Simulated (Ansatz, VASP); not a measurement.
## C: VASP beside Ansatz

The input INCAR:

```
SYSTEM = C
ALGO = Normal
EDIFF = 1E-6
ENCUT = 520
GGA = PE
ISIF = 2
ISMEAR = 0
IVDW = 12
LASPH = .True.
LCHARG = .False.
LREAL = .False.
LWAVE = .False.
NBANDS = 16
NELM = 60
PREC = Accurate
SIGMA = 0.15
```

KPOINTS

```
k-points
0
Gamma
  24 24 8
  0 0 0
```

File POSCAR:

```
C
1.0
    2.4649796655      0.0000000000      0.0000000000
   -1.2324898327      2.1347350101      0.0000000000
    0.0000000000      0.0000000000      6.1993580202
C
4
Direct
    0.0000000000      0.0000000000      0.0025000000
    0.0000000000      0.0000000000      0.5025000000
    0.3333333333      0.6666666667      0.0025000000
    0.6666666667      0.3333333333      0.5025000000
```

Input for Ansatz:

```yaml
crystal:
  lattice:
    - [2.4649796655, 0.0, 0.0]
    - [-1.2324898327, 2.1347350101, 0.0]
    - [0.0, 0.0, 6.1993580202]
  atoms:
    - { symbol: C, position: [0.0, 0.0, 0.0025] }
    - { symbol: C, position: [0.0, 0.0, 0.5025] }
    - { symbol: C, position: [0.3333333333, 0.6666666667, 0.0025] }
    - { symbol: C, position: [0.6666666667, 0.3333333333, 0.5025] }
basis:
  ecutwfc: 420
kpoints:
  mp_grid: { grid: [24, 24, 8] }
hamiltonian:
  xc: pbe
  dispersion: d3bj
scf:
  occupations: { method: gaussian, width: 0.15 }
output:
  forces: true
  stress: true
  eigenvalues: true
```

Change from the starting cell: strain +0.000 along x and y, -0.080 along z, atoms carried along.

Alike in both runs: task single point; functional PBE; dispersion D3(BJ); k mesh 24 × 24 × 8; occupations gaussian, width 0.15 eV; no spin polarisation.

```csv
,VASP,Ansatz
version,VASP 6.6.1,Ansatz 0.2.0
potentials or method,"VASP PAW PBE potentials, release 64 (C), cutoff 520 eV","scalar-relativistic, plane waves, PAW"
valence electrons in the cell,16,16
```

```csv
,VASP,Ansatz,Ansatz less VASP
gap on the k mesh at the Fermi level (eV),none,none,-
pressure (GPa),1.8,1.3,-0.49
"traceless stress, the component that is largest in VASP (GPa)",2.72,3.29,+0.569
```

A gap of «none» marks a metal or a gap that the smearing closes.
